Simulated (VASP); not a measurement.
Write the native input for VASP 6.6.1 that does the following.

```yaml
Task: single point
Functional: PBE
Potentials_or_basis: VASP PAW PBE potentials, release 64 (Ga_d, N)
Cutoff: 520 eV
k_mesh: 12 × 12 × 6
Occupations: gaussian, width 0.05 eV
Spin: no spin polarisation
Dipole_correction: no
Further_INCAR_settings: ALGO = Normal; EDIFF = 1e-06; NBANDS = 26
```

The structure of GaN lies in POSCAR:

```
GaN
1.0
    3.2594996520      0.0000000000      0.0000000000
   -1.6297498260      2.8228095022      0.0000000000
    0.0000000000      0.0000000000      4.9077000000
Ga N
2 2
Direct
    0.3333333333      0.6666666667      0.0000000000
    0.6666666667      0.3333333333      0.5000000000
    0.3333333333      0.6666666667      0.3750000000
    0.6666666667      0.3333333333      0.8750000000
```

This cell differs from its parent crystal: strain +0.025 along x and y, -0.050 along z.

These files were run (other wordings do the same):

INCAR

```
ALGO = Normal ; EDIFF = 1E-6
ENCUT = 520 ; GGA = PE
ISIF = 2 ; ISMEAR = 0
LASPH = True ; LCHARG = True
LELF = True ; LREAL = False
LVHAR = True ; LWAVE = False
NBANDS = 26 ; NELM = 80
PREC = Accurate ; SIGMA = 0.05
```

KPOINTS

```
k-points
0
Gamma
  12 12 6
```

Potentials or basis: VASP PAW PBE potentials, release 64 (Ga_d, N).

The run is started by

```bash
$ cat potpaw_PBE.64/Ga_d/POTCAR potpaw_PBE.64/N/POTCAR > POTCAR
$ mpirun -np 1 vasp_std > vasp.out
```

Results of the run:

```yaml
Pressure: 9.8 GPa
Largest_force: 1.340 eV/Å
Band_gap_on_the_k_mesh: 1.96 eV, direct
```

Caveat: the cell differs from its parent crystal (strain +0.025 along x and y, -0.050 along z); forces of over 1 eV/Å act on the atoms, so gaps and moduli don't describe the material at rest.

Wall time 50 s on 1 thread of AMD EPYC 9R45 96-Core Processor (Zen 5), with other jobs on the host, peak memory 0.18 GiB.
